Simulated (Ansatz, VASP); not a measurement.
**Two plane-wave programs on HfC**

```
CELL_PARAMETERS angstrom
3.34287 0.00000 0.00000
-1.67143 2.89501 0.00000
0.00000 0.00000 5.20271
ATOMIC_POSITIONS crystal
Hf 0.33333 0.66667 0.25000
Hf 0.66667 0.33333 0.75000
C 0.00000 0.00000 0.50000
C 0.00000 0.00000 0.00000
```

Alike in both runs: functional PBEsol; k mesh 9 × 9 × 5; occupations fermi-dirac, width 0.05 eV; non-collinear spin, spin-orbit coupling.

|  | VASP | Ansatz |
| --- | --- | --- |
| version | VASP 6.6.1 | Ansatz 0.2.0 |
| potentials or method | VASP PAW PBE potentials, release 64 (Hf_pv, C) | Ansatz PAW |
| plane-wave cutoff (eV) | 520 | 420 |
| valence electrons in the cell | 28 | 60 |
| task | single point | band structure |

```csv
,VASP,Ansatz,Ansatz less VASP
pressure (GPa),-7.9,-7.9,+0.03
"traceless stress, the component that is largest in VASP (GPa)",2.10,2.12,+0.019
```

VASP's potentials were made for PBE, not for PBEsol. VASP's potentials hold 28 valence electrons a cell and Ansatz's 60, so a difference there can come from the potentials and not from the codes.
